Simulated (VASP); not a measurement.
# MgSi4N2 (Immm) in VASP: a series of runs, part 2 of 3

VASP 6.6.1.

## (3) Single point, PBE

This run uses another cell than the first one, of 15.07 Å³/atom, 2.013 times its volume.

File INCAR:

```
SYSTEM = MgSi4N2
PREC = Accurate ; ENCUT = 520
EDIFF = 1E-7 ; ISMEAR = 0
SIGMA = 0.1 ; LREAL = .FALSE.
LASPH = .TRUE. ; NELM = 60
ALGO = Normal ; ISIF = 2
LWAVE = .FALSE. ; LCHARG = .TRUE.
GGA = PE ; LELF = .TRUE.
LVHAR = .TRUE. ; NBANDS = 23
```

File KPOINTS:

```
regular mesh
0
G
  8 8 8
  0 0 0
```

File POSCAR:

```
MgSi4N2
1.0
   -1.7786579973      3.2962090466      4.4968452872
    1.7786579973     -3.2962090466      4.4968452872
    1.7786579973      3.2962090466     -4.4968452872
Mg Si N
1 4 2
Direct
    0.0000000000      0.5000000000      0.5000000000
    0.8607887467      0.1780685122      0.6827202345
    0.5046517222      0.8219314878      0.6827202345
    0.4953482778      0.1780685122      0.3172797655
    0.1392112533      0.8219314878      0.3172797655
    0.2114885308      0.0000000000      0.2114885308
    0.7885114692      0.0000000000      0.7885114692
```

Potentials or basis: VASP PAW PBE potentials, release 64 (Mg, Si, N).

Command:

```sh
$ cat potpaw_PBE.64/Mg/POTCAR potpaw_PBE.64/Si/POTCAR potpaw_PBE.64/N/POTCAR > POTCAR
$ mpirun -np 1 vasp_std > vasp.out
```

OUTCAR:

```text
SYSTEM = MgSi4N2
   PREC = Accurate
   ENCUT = 520
   EDIFF = 1E-7
   ISMEAR = 0
   LREAL = .FALSE.
   LASPH = .TRUE.
   NELM = 60
   ISIF = 2
   GGA = PE

 ion  position               nearest neighbor table
   1  0.000  0.500  0.500-   6 2.26   7 2.26   6 2.26   7 2.26   3 3.14   4 3.14   2 3.14   5 3.14
                             5 3.18   2 3.18   5 3.18   2 3.18   4 3.18   3 3.18   3 3.18   4 3.18
   2  0.861  0.178  0.683-   7 1.75   5 2.37   5 2.37   4 2.41   1 3.14   1 3.18   1 3.18
   3  0.505  0.822  0.683-   7 1.75   4 2.37   4 2.37   5 2.41   1 3.14   1 3.18   1 3.18
   4  0.495  0.178  0.317-   6 1.75   3 2.37   3 2.37   2 2.41   1 3.14   1 3.18   1 3.18
   5  0.139  0.822  0.317-   6 1.75   2 2.37   2 2.37   3 2.41   1 3.14   1 3.18   1 3.18
   6  0.211  0.000  0.211-   5 1.75   4 1.75   1 2.26   1 2.26
   7  0.789  0.000  0.789-   2 1.75   3 1.75   1 2.26   1 2.26

  LATTYP: Found a body centered orthorhombic cell.
 ALAT       =     3.5573159946
 B/A-ratio  =     1.8532000259
 C/A-ratio  =     2.5282236911

  Lattice vectors:

 A1 = (  -1.7786579973,   3.2962090466,   4.4968452872)
 A2 = (   1.7786579973,  -3.2962090466,   4.4968452872)
 A3 = (   1.7786579973,   3.2962090466,  -4.4968452872)

Analysis of symmetry for initial positions (statically):
=====================================================================
 Subroutine PRICEL returns:
 Original cell was already a primitive cell.

 Routine SETGRP: Setting up the symmetry group for a
 body centered orthorhombic supercell.

 Subroutine GETGRP returns: Found  8 space group operations
 (whereof  8 operations were pure point group operations)
 out of a pool of  8 trial point group operations.

The static configuration has the point symmetry D_2h.

Analysis of symmetry for dynamics (positions and initial velocities):
=====================================================================
 Subroutine PRICEL returns:
 Original cell was already a primitive cell.

 Routine SETGRP: Setting up the symmetry group for a
 body centered orthorhombic supercell.

 Subroutine GETGRP returns: Found  8 space group operations
 (whereof  8 operations were pure point group operations)
 out of a pool of  8 trial point group operations.

The dynamic configuration has the point symmetry D_2h.

 Subroutine INISYM returns: Found  8 space group operations
 (whereof  8 operations are pure point group operations),
 and found     1 'primitive' translations

----------------------------------------------------------------------------------------

                                     Primitive cell

  volume of cell :     105.4569

  direct lattice vectors                    reciprocal lattice vectors
    -1.778657997  3.296209047  4.496845287     0.000000000  0.151689408  0.111189060
     1.778657997 -3.296209047  4.496845287     0.281110815  0.000000000  0.111189060
     1.778657997  3.296209047 -4.496845287     0.281110815  0.151689408  0.000000000

  length of vectors
     5.852370109  5.852370109  5.852370109     0.188076271  0.302301667  0.319425996

  position of ions in fractional coordinates (direct lattice)
     0.000000000  0.500000000  0.500000000
     0.860788747  0.178068512  0.682720235
     0.504651722  0.821931488  0.682720235
     0.495348278  0.178068512  0.317279765
     0.139211253  0.821931488  0.317279765
     0.211488531  0.000000000  0.211488531
[... 62 lines left out ...]
  0.125000  0.375000 -0.000000      8.000000
  0.250000  0.375000  0.000000      8.000000
 [... further k-points ...]
   k-points           NKPTS =     95   k-points in BZ     NKDIM =     95   number of bands    NBANDS=     23
   number of dos      NEDOS =    301   number of ions     NIONS =      7
   total plane-waves  NPLWV = 110592
   dimension x,y,z NGX =    48 NGY =   48 NGZ =   48
   dimension x,y,z NGXF=    96 NGYF=   96 NGZF=   96
   ions per type =               1   4   2
   NGX,Y,Z   is equivalent  to a cutoff of  13.64, 13.64, 13.64 a.u.
   NGXF,Y,Z  is equivalent  to a cutoff of  27.27, 27.27, 27.27 a.u.
 SYSTEM =  MgSi4N2
   PREC   = accura    normal or accurate (medium, high low for compatibility)
   ISTART =      0    job   : 0-new  1-cont  2-samecut
   ICHARG =      2    charge: 1-file 2-atom 10-const
   ISPIN  =      1    spin polarized calculation?
   LNONCOLLINEAR =      F non collinear calculations
   LSORBIT =      F    spin-orbit coupling
   LASPH  =      T    aspherical Exc in radial PAW
   ENCUT  =  520.0 eV  38.22 Ry    6.18 a.u.  10.88 10.88 10.88*2*pi/ulx,y,z
   NELM   =     60;   NELMIN=  2; NELMDL= -5     # of ELM steps
   EDIFF  = 0.1E-06   stopping-criterion for ELM
   LREAL  =      F    real-space projection
   EDIFFG = 0.1E-05   stopping-criterion for IOM
   NSW    =      0    number of steps for IOM
   IBRION =     -1    ionic relax: 0-MD 1-quasi-New 2-CG
   NFREE  =      0    steps in history (QN), initial steepest desc. (CG)
   ISIF   =      2    stress and relaxation
   ISYM   =      2    0-nonsym 1-usesym 2-fastsym
   POTIM  = 0.5000    time-step for ionic-motion
   TEBEG  =    0.0;   TEEND  =   0.0 temperature during run
   PSTRESS=    0.0 pullay stress
   NELECT =      28.0000    total number of electrons
   NUPDOWN=      -1.0000    fix difference up-down
   EMIN   =  10.00;   EMAX   =-10.00  energy-range for DOS
   EFERMI =   0.00;   METHOD = LEGACY
   ISMEAR =     0;   SIGMA  =   0.10  broadening in eV -4-tet -1-fermi 0-gaus
   EFERMI_NEDOS =   21; number of points for ismear=-14 and -15
   IALGO  =     38    algorithm
   IMIX   =      4    mixing-type and parameters
     AMIX     =   0.40;   BMIX     =  1.00
     AMIX_MAG =   1.60;   BMIX_MAG =  1.00
  volume/ion in A,a.u.               =      15.07       101.67
  Fermi-wavevector in a.u.,A,eV,Ry     =   1.052210  1.988389 15.063637  1.107146
  Thomas-Fermi vector in A             =   2.187284
   LORBIT       =      0    0 simple, 1 ext, 2 COOP (PROOUT), +10 PAW based schemes
   GGA     = PE    functional components
   LHFCALC =     F    Hartree Fock is set to
   AEXX    =    0.0000 exact exchange contribution
   IVDW    =     0    specifies the selected vdW correction
   LEPSILON=     F    determine dielectric tensor
   LRPA    =     F    only Hartree local field effects (RPA)
 non-spin polarized calculation
 Gauss-broadening in eV      SIGMA  =   0.10
  energy-cutoff  :      520.00
  volume of cell :      105.46
 maximum number of plane-waves:      2865
 NGX is ok and might be reduce to    48
   NGX = 21   NGY = 21   NGZ = 21

 number of electron      28.0000000 magnetization

 Free energy of the ion-electron system (eV)
  ---------------------------------------------------
  ext. energy  EPLUGINS =         0.00000000
  ---------------------------------------------------
  free energy    TOTEN  =       -41.93872310 eV

  energy without entropy =      -41.93214607  energy(sigma->0) =      -41.93543459

 E-fermi :   6.5932     XC(G=0):  -9.8763

 val. band max:        6.5863500863   @ k =  -0.3750  -0.2500   0.1250
 cond. band min:       6.6343494183   @ k =  -0.2500  -0.1250   0.1250
 fundamental gap:      0.0479993320
 Fermi energy:         6.5931760216

 k-point     1 :       0.0000    0.0000    0.0000
  band No.  band energies     occupation
      1     -10.1124      2.00000
      2      -9.2539      2.00000
      3      -3.7736      2.00000
      4      -3.4800      2.00000
      5      -1.9796      2.00000
      6      -0.1445      2.00000
[... 613 lines left out ...]
     22      12.9341      0.00000
     23      13.6715      0.00000

 [... further k-points ...]

------------------------ aborting loop because EDIFF is reached ----------------------------------------

  FORCE on cell =-STRESS in cart. coord.  units (eV):
  Direction    XX          YY          ZZ          XY          YZ          ZX
  --------------------------------------------------------------------------------------
  -------------------------------------------------------------------------------------
  Total       -0.0618517     -0.0483317     -0.1062037      0.0000000      0.0000000      0.0000000
  in kB       -0.9396949     -0.7342892     -1.6135223      0.0000000      0.0000000      0.0000000
  external PRESSURE =      -1.0958355 kB  Pullay stress =       0.0000000 kB

 VOLUME and BASIS-vectors are now :
 -----------------------------------------------------------------------------
  energy-cutoff  :      520.00
  volume of cell :      105.46
      direct lattice vectors                 reciprocal lattice vectors
    -1.778657997  3.296209047  4.496845287     0.000000000  0.151689408  0.111189060
     1.778657997 -3.296209047  4.496845287     0.281110815  0.000000000  0.111189060
     1.778657997  3.296209047 -4.496845287     0.281110815  0.151689408  0.000000000

 POSITION                                       TOTAL-FORCE (eV/Angst)
 -----------------------------------------------------------------------------------
      1.77866      0.00000      0.00000         0.000000     -0.000000     -0.000000
      0.00000      4.50078      1.60149        -0.000000      0.007893      0.013403
      1.77866      1.20457      2.89535         0.000000      0.007893     -0.013403
     -0.00000      2.09164      1.60149        -0.000000     -0.007893      0.013403
      1.77866     -1.20457      2.89535         0.000000     -0.007893     -0.013403
      0.00000      1.39422      0.00000         0.000000     -0.006109     -0.000000
      0.00000      5.19820      0.00000        -0.000000      0.006109     -0.000000
 -----------------------------------------------------------------------------------
    total drift:                               -0.000000     -0.000000      0.000000

  FREE ENERGIE OF THE ION-ELECTRON SYSTEM (eV)
  ---------------------------------------------------
  free  energy   TOTEN  =       -41.9387230986 eV

  energy  without entropy=      -41.9321460723  energy(sigma->0) =      -41.93543459
```

It took 6.9 min on 1 thread of Intel Xeon 6975P-C, shared host; peak memory 0.45 GiB.

What came out:

- Free energy: -41.9387 eV
- Pressure: -0.1 GPa
- Largest force: 0.016 eV/Å
- Band gap on the k mesh: zero (band 14 reaches 7.44 eV, above the bottom of band 15 at 5.79 eV)

Forces in eV/Å, atoms in the order of the input:
```
Mg   0.000  0.000  0.000
Si   0.000  0.008  0.013
Si   0.000  0.008 -0.013
Si   0.000 -0.008  0.013
Si   0.000 -0.008 -0.013
N    0.000 -0.006  0.000
N    0.000  0.006  0.000
```

Levels at points of the mesh, in eV from the Fermi level:
```csv
k point,band 10,band 11,band 12,band 13,band 14,band 15,band 16,band 17,band 18,band 19
"(0.00, 0.00, 0.00)",-3.61,-3.27,-1.47,-1.33,0.85,1.32,1.37,3.05,3.32,3.42
"(0.50, 0.00, 0.00)",-3.78,-3.66,-2.18,-0.24,-0.10,0.51,0.54,2.38,3.17,4.81
"(0.00, 0.50, 0.00)",-4.81,-2.96,-2.96,-2.65,-2.45,0.56,1.03,2.83,3.28,4.01
"(0.50, 0.50, 0.00)",-4.77,-3.73,-3.68,-2.76,-1.06,0.77,0.89,2.08,2.65,3.83
"(0.50, 0.50, 0.50)",-3.19,-3.02,-1.86,-1.64,-0.06,0.19,1.87,1.97,2.69,3.06
```

## (4) Relaxation of cell and atoms, PBE

File INCAR:

```
SYSTEM = MgSi4N2
ALGO     = Normal         ! electronic algorithm
EDIFF    = 1E-6           ! SCF threshold, eV
EDIFFG   = -0.04          ! ionic threshold
ENCUT    = 600            ! plane-wave cutoff, eV
GGA      = PE             ! functional
IBRION   = 2              ! ionic algorithm
ISIF     = 3              ! what is computed and relaxed
ISMEAR   = 0              ! smearing method
LASPH    = .TRUE.         ! aspherical terms in the spheres
LCHARG   = .FALSE.        ! write CHGCAR
LREAL    = .FALSE.        ! projectors in reciprocal space
LWAVE    = .FALSE.        ! write WAVECAR
NELM     = 60             ! most SCF steps
NSW      = 90             ! ionic steps
PREC     = Accurate       ! precision mode
SIGMA    = 0.1            ! smearing width, eV
```

File KPOINTS:

```
k-points
0
G
  8 8 8
  0 0 0
```

File POSCAR:

```
MgSi4N2
1.0
   -1.3971101700      2.3669189300      3.9612067100
    1.3971101700     -2.3669189300      3.9612067100
    1.3971101700      2.3669189300     -3.9612067100
Mg Si N
1 4 2
Direct
    0.0000000000      0.5000000000      0.5000000000
    0.8915721100      0.2101918600      0.6813802500
    0.4711883900      0.7898081400      0.6813802500
    0.5288116100      0.2101918600      0.3186197500
    0.1084278900      0.7898081400      0.3186197500
    0.3290336300      0.0000000000      0.3290336300
    0.6709663700      0.0000000000      0.6709663700
```

Potentials or basis: VASP PAW PBE potentials, release 64 (Mg, Si, N).

Command:

```sh
$ cat potpaw_PBE.64/Mg/POTCAR potpaw_PBE.64/Si/POTCAR potpaw_PBE.64/N/POTCAR > POTCAR
$ mpirun -np 1 vasp_std > vasp.out
```

OUTCAR:

```text
SYSTEM = MgSi4N2
   EDIFF = 1E-6
   EDIFFG = -0.04
   ENCUT = 600
   GGA = PE
   IBRION = 2
   ISIF = 3
   ISMEAR = 0
   LASPH = .TRUE.
   LREAL = .FALSE.
   NELM = 60
   NSW = 90
   PREC = Accurate

 ion  position               nearest neighbor table
   1  0.000  0.500  0.500-   6 2.09   7 2.09   6 2.09   7 2.09   5 2.45   2 2.45   3 2.45   4 2.45
                             4 2.65   3 2.65   4 2.65   3 2.65   2 2.65   5 2.65   2 2.65   5 2.65
   2  0.892  0.210  0.681-   5 1.66   5 1.66   7 1.67   4 1.72   6 2.36   1 2.45   1 2.65   1 2.65
                             3 2.82   3 2.82   3 2.82   3 2.82   4 3.02
   3  0.471  0.790  0.681-   4 1.66   4 1.66   7 1.67   5 1.72   6 2.36   1 2.45   1 2.65   1 2.65
                             2 2.82   2 2.82   2 2.82   2 2.82   5 3.02
   4  0.529  0.210  0.319-   3 1.66   3 1.66   6 1.67   2 1.72   7 2.36   1 2.45   1 2.65   1 2.65
                             5 2.82   5 2.82   5 2.82   5 2.82   2 3.02
   5  0.108  0.790  0.319-   2 1.66   2 1.66   6 1.67   3 1.72   7 2.36   1 2.45   1 2.65   1 2.65
                             4 2.82   4 2.82   4 2.82   4 2.82   3 3.02
   6  0.329  0.000  0.329-   7 1.62   4 1.67   5 1.67   1 2.09   1 2.09   3 2.36   2 2.36
[... 1856 lines left out ...]
 [... further k-points ...]

[... ionic steps 4 to 23 ...]

--------------------------------------- Ionic step       24  -------------------------------------------

 number of electron      27.9999995 magnetization

------------------------ aborting loop because EDIFF is reached ----------------------------------------
[... 77 lines left out ...]
--------------------------------------- Ionic step       26  -------------------------------------------

 number of electron      27.9999995 magnetization

 Free energy of the ion-electron system (eV)
  ---------------------------------------------------
  ext. energy  EPLUGINS =         0.00000000
  ---------------------------------------------------
  free energy    TOTEN  =       -41.59969937 eV

  energy without entropy =      -41.59303163  energy(sigma->0) =      -41.59636550

 E-fermi :   6.8666     XC(G=0):  -9.9935

 val. band max:        6.8382560509   @ k =  -0.1250  -0.2500   0.1250
 cond. band min:       6.8734552312   @ k =   0.5000  -0.3750   0.3750
 fundamental gap:      0.0351991803
 Fermi energy:         6.8666412719
[... 538 lines left out ...]
  FREE ENERGIE OF THE ION-ELECTRON SYSTEM (eV)
  ---------------------------------------------------
  free  energy   TOTEN  =       -41.5996993665 eV

  energy  without entropy=      -41.5930316263  energy(sigma->0) =      -41.59636550

 reached required accuracy - stopping structural energy minimisation
```

OSZICAR:

```text
N       E                     dE             d eps       ncg     rms          rms(c)
DAV:   1     0.166471032226E+03    0.16647E+03   -0.15575E+04  3420   0.163E+03
DAV:   2     0.284824698481E+01   -0.16362E+03   -0.16013E+03  4598   0.299E+02
DAV:   3    -0.537936803428E+01   -0.82276E+01   -0.79957E+01  4448   0.689E+01
DAV:   4    -0.554433857390E+01   -0.16497E+00   -0.16351E+00  4544   0.895E+00
[... 286 lines left out ...]
DAV:   2    -0.415998379815E+02    0.34405E-03   -0.13288E-03  4546   0.269E-01    0.640E-02
DAV:   3    -0.415997158930E+02    0.12209E-03   -0.70209E-04  4360   0.171E-01    0.297E-02
DAV:   4    -0.415997019780E+02    0.13915E-04   -0.10269E-04  4030   0.666E-02    0.153E-02
DAV:   5    -0.415996996381E+02    0.23399E-05   -0.23832E-05  3988   0.300E-02    0.340E-03
DAV:   6    -0.415996993665E+02    0.27161E-06   -0.87570E-07  1952   0.665E-03
  26 F= -.41599699E+02 E0= -.41596365E+02  d E =-.528899E-03
```

CONTCAR:

```text
MgSi4N2
   1.00000000000000
    -1.7568104553961066    3.2412720267189283    4.5055717817420309
     1.7568104553961066   -3.2412720267189283    4.5055717817420309
     1.7568104553961066    3.2412720267189283   -4.5055717817420309
  Mg              Si              N
     1     4     2
Direct
     0.0000000000000000    0.5000000000000000    0.5000000000000000
     0.8602046611459416    0.1777922490303961    0.6824124121155457
     0.5046201630851563    0.8222077509696039    0.6824124121155457
     0.4953798369148432    0.1777922490303961    0.3175875878844545
     0.1397953388540584    0.8222077509696039    0.3175875878844545
     0.2120777163521245    0.0000000000000000    0.2120777163521245
     0.7879222836478755    0.0000000000000000    0.7879222836478755

  0.00000000E+00  0.00000000E+00  0.00000000E+00
  0.00000000E+00  0.00000000E+00  0.00000000E+00
  0.00000000E+00  0.00000000E+00  0.00000000E+00
  0.00000000E+00  0.00000000E+00  0.00000000E+00
  0.00000000E+00  0.00000000E+00  0.00000000E+00
  0.00000000E+00  0.00000000E+00  0.00000000E+00
  0.00000000E+00  0.00000000E+00  0.00000000E+00
```

It took 47 min on 1 thread of Intel Xeon 6975P-C, shared host; peak memory 0.35 GiB.

Results:

```
Free energy                            : -41.5997 eV
Relaxed volume                         : 14.66 Å³/atom
Relaxed cell                           : a = 5.822 Å, b = 5.822 Å, c = 5.822 Å, α = 144.87°, β = 112.34°, γ = 78.58°
Space group after relaxing (to 0.05 Å) : Immm (No. 71)
Energy gained by relaxing              : 5948.5 meV/atom
Ionic steps                            : 26
Pressure after relaxing                : 0.0 GPa
Largest force after relaxing           : 0.015 eV/Å
Band gap on the k mesh                 : zero (band 14 reaches 7.68 eV, above the bottom of band 15 at 6.01 eV)
```

Forces on the atoms (eV/Å):
```
Mg   0.000  0.000  0.000
Si   0.000  0.013  0.008
Si   0.000  0.013 -0.008
Si   0.000 -0.013  0.008
Si   0.000 -0.013 -0.008
N    0.000 -0.011  0.000
N    0.000  0.011  0.000
```

Step by step:
```tsv
step	energy change (eV)	largest force (eV/Å)	pressure (GPa)	volume (Å³)
1	0.0000	16.3954	330.70	52.40
2	-9.7303	27.4446	12.94	274.66
3	-20.5335	19.3256	13.85	212.63
4	-24.7294	16.2757	15.02	183.27
5	-31.9169	13.2581	25.58	116.68
6	-31.5831	11.0686	76.00	80.38
7	-32.2050	13.8030	34.48	105.93
8	-19.5123	1.2096	-22.59	229.13
9	-27.2883	1.3251	-24.42	180.54
10	-32.3904	1.8640	-24.18	153.28
11	-36.8627	2.8535	-17.26	128.33
12	-37.7133	3.3749	-6.21	116.82
13	-37.7144	3.3579	-6.70	117.18
14	-39.2032	3.1825	-1.42	106.88
15	-39.9460	2.6877	13.43	94.09
16	-40.7543	1.8342	10.27	95.38
17	-40.9429	2.3969	8.45	96.20
18	-41.5707	0.5707	0.66	102.20
19	-41.5774	0.4614	-0.05	102.95
20	-41.6119	0.3255	-0.49	103.19
21	-41.6284	0.2220	-1.03	103.51
22	-41.6375	0.1223	0.11	102.59
23	-41.6376	0.1055	0.26	102.47
24	-41.6388	0.0355	-0.07	102.63
25	-41.6388	0.0383	-0.08	102.64
26	-41.6394	0.0153	0.01	102.62
```

Final structure:
```
Mg Si N
1.0
    -1.75681    3.24127    4.50557
     1.75681   -3.24127    4.50557
     1.75681    3.24127   -4.50557
Mg Si N
1 4 2
Direct
  0.00000 0.50000 0.50000
  0.86020 0.17779 0.68241
  0.50462 0.82221 0.68241
  0.49538 0.17779 0.31759
  0.13980 0.82221 0.31759
  0.21208 0.00000 0.21208
  0.78792 0.00000 0.78792
```

Levels at points of the mesh, in eV from the Fermi level:
| k point | band 10 | band 11 | band 12 | band 13 | band 14 | band 15 | band 16 | band 17 | band 18 |
| --- | --- | --- | --- | --- | --- | --- | --- | --- | --- |
| (0.00, 0.00, 0.00) | -3.62 | -3.17 | -1.45 | -1.31 | 0.81 | 1.30 | 1.44 | 3.33 | 3.44 |
| (0.50, 0.00, 0.00) | -3.82 | -3.69 | -2.16 | -0.22 | -0.07 | 0.51 | 0.54 | 2.41 | 3.16 |
| (0.00, 0.50, 0.00) | -4.92 | -3.11 | -2.88 | -2.73 | -2.53 | 0.49 | 0.97 | 2.77 | 3.25 |
| (0.50, 0.50, 0.00) | -4.91 | -3.84 | -3.76 | -2.83 | -1.01 | 0.81 | 0.97 | 2.14 | 2.63 |
| (0.50, 0.50, 0.50) | -3.23 | -2.95 | -1.99 | -1.70 | 0.05 | 0.18 | 1.98 | 2.13 | 3.13 |

Caveat: the volume moved by over 15 % at a fixed basis, so the end points are rough.

[end of part 2 of 3]
